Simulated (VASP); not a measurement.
A run of VASP 6.6.1 is set up as follows.

INCAR

```
PREC = Accurate ; ENCUT = 520
EDIFF = 1E-7 ; ISMEAR = -1
SIGMA = 0.05 ; LREAL = F
LASPH = T ; NELM = 60
ALGO = Normal ; ISIF = 2
LWAVE = F ; LCHARG = F
NBANDS = 11
```

The input KPOINTS:

```
regular mesh
0
Gamma
  12 12 12
```

The input POSCAR:

```
Pt
1.0
   -1.5518799051      1.5518799051      1.5518799051
    1.5518799051     -1.5518799051      1.5518799051
    1.5518799051      1.5518799051     -1.5518799051
Pt
1
Direct
    0.0000000000      0.0000000000      0.0000000000
```

Potentials or basis: VASP PAW LDA potentials, release 64 (Pt).

Launch:

```sh
$ cat potpaw_LDA.64/Pt/POTCAR > POTCAR
$ mpirun -np 1 vasp_std > vasp.out
```

**Question.** What does it give for the band gap on the k mesh?

**Answer.** Zero (band 5 reaches 12.21 eV, above the bottom of band 6 at 9.84 eV).

**Question.** Predict the pressure.

**Answer.** -0.1 GPa.

Caveat: spin-orbit coupling is left out, which moves the levels of the heavy elements.
